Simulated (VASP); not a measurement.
Crystal: Al4Fe3Co.

```xyz
8
Lattice="-2.9901 2.9901 2.9901 2.9901 -2.9901 2.9901 2.9901 2.9901 -2.9901" Properties=species:S:1:pos:R:3 pbc="T T T"
Al    1.4951   -1.4951    1.4951
Al    1.4951    1.4951    1.4951
Al    1.4951    1.4951   -1.4951
Al   -1.4951    1.4951    1.4951
Fe    0.0000    2.9901    0.0000
Fe    0.0000    0.0000    2.9901
Fe    2.9901    0.0000    0.0000
Co    0.0000    0.0000    0.0000
```

| Property | Result |
| --- | --- |
| Program | VASP 6.6.1 |
| Task | relaxation of cell and atoms |
| Functional | PBE |
| Potentials or basis | VASP PAW PBE potentials, release 64 (Al, Fe, Co) |
| Cutoff | 600 eV |
| k mesh | 4 × 4 × 4 |
| Occupations | gaussian, width 0.1 eV |
| Spin | collinear spin, ferrimagnetic start |
| Starting moments | [0.0, 0.0, 0.0, 0.0, -4.0, 4.0, 4.0, 3.0] μB |

At the start: pressure -14.3 GPa; volume 13.37 Å³/atom.

Task: How do energy, volume and symmetry change on relaxing?

Result: Over 4 steps the energy falls by 89.8 meV/atom and the volume is 11.83 Å³/atom (-11.5 %); space group Im-3m (No. 229, to 0.05 Å); moment 2.15 μB per cell.

Step by step:
```tsv
step	energy change (eV)	largest force (eV/Å)	pressure (GPa)	volume (Å³)
1	0.0000	0.0000	-14.25	106.93
2	-0.5630	0.0000	10.62	89.56
3	-0.7178	0.0000	0.79	94.07
4	-0.7187	0.0000	-0.31	94.65
```

Final structure:
```yaml
crystal:
  lattice:
    - [-2.87536, 2.86207, 2.87536]
    - [2.87536, -2.86207, 2.87536]
    - [2.87536, 2.86207, -2.87536]
  atoms:
    - { symbol: Al, position: [0.00000, 0.50000, 0.00000] }
    - { symbol: Al, position: [0.50000, 0.50000, 0.50000] }
    - { symbol: Al, position: [0.00000, 0.00000, 0.50000] }
    - { symbol: Al, position: [0.50000, 0.00000, 0.00000] }
    - { symbol: Fe, position: [0.50000, 0.00000, 0.50000] }
    - { symbol: Fe, position: [0.50000, 0.50000, 0.00000] }
    - { symbol: Fe, position: [0.00000, 0.50000, 0.50000] }
    - { symbol: Co, position: [0.00000, 0.00000, 0.00000] }
```

Caveat: the k points lie up to 0.39 Å⁻¹ apart in the final cell; the moment fell far below its start of 4 μB, so a state of higher moment may lie lower in energy.
